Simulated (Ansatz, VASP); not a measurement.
**Na in VASP and in Ansatz**

The input INCAR:

```
PREC     = Accurate       # precision mode
ENCUT    = 520            # plane-wave cutoff, eV
EDIFF    = 1E-6           # SCF threshold, eV
ISMEAR   = -1             # smearing method
SIGMA    = 0.1            # smearing width, eV
LREAL    = F              # projectors in reciprocal space
LASPH    = T              # aspherical terms in the spheres
NELM     = 100            # most SCF steps
ALGO     = Normal         # electronic algorithm
ISIF     = 2              # what is computed and relaxed
LWAVE    = F              # write WAVECAR
LCHARG   = T              # write CHGCAR
LELF     = T              # ELF
LVHAR    = T            
NBANDS   = 18             # bands
```

The input KPOINTS:

```
regular mesh
0
Gamma
  7 7 10
```

POSCAR

```
Na
1.0
    5.8155689108      0.0000000000      0.0000000000
   -2.9077844554      5.0364304142      0.0000000000
    0.0000000000      0.0000000000      3.4388389685
Na
3
Direct
    1.0000000000      1.0000000000      0.0000000000
    0.3333333333      0.6666666667      0.5000000000
    0.6666666667      0.3333333333      0.5000000000
```

Input for Ansatz:

```yaml
crystal:
  lattice:
    - [5.8155689108, 0.0, 0.0]
    - [-2.9077844554, 5.0364304142, 0.0]
    - [0.0, 0.0, 3.4388389685]
  atoms:
    - { symbol: Na, position: [1.0, 1.0, 0.0] }
    - { symbol: Na, position: [0.3333333333, 0.6666666667, 0.5] }
    - { symbol: Na, position: [0.6666666667, 0.3333333333, 0.5] }
hamiltonian:
  xc: lda
  pseudopotentials:
    kind: paw
    azcp:
      Na: "pseudopotentials/Na.paw.azcp"
basis:
  ecutwfc: 420
  fft_grid_basis: typed
kpoints:
  mp_grid: { grid: [7, 7, 10], shift: [0, 0, 0] }
magnetization:
  spin_polarized: false
scf:
  occupations: { method: fermi_dirac, width: 0.1 }
  lower_state_search: "off"
output:
  stress: true
  write_density: true
  write_potential: true
  elf: true
  volumetric_format: npy
```

Alike in both runs: task single point; functional LDA; k mesh 7 × 7 × 10; occupations fermi-dirac, width 0.1 eV; no spin polarisation.

|  | VASP | Ansatz |
| --- | --- | --- |
| version | VASP 6.6.1 | Ansatz 0.2.0 |
| potentials or method | VASP PAW LDA potentials, release 64 (Na_pv), cutoff 520 eV | plane waves (420 eV) with PAW, scalar-relativistic |
| valence electrons in the cell | 21 | 27 |

```csv
,VASP,Ansatz,Ansatz less VASP
pressure (GPa),0.0,0.0,+0.02
"traceless stress, the component that is largest in VASP (GPa)",0.13,0.13,+0.001
```

Ansatz warns that its potentials were made for another functional, while VASP's fit it. LDA's correlation is that of Perdew and Zunger in VASP and of Perdew and Wang (1992) in Ansatz. VASP's potentials hold 21 valence electrons a cell and Ansatz's 27, so a difference there can come from the potentials and not from the codes.
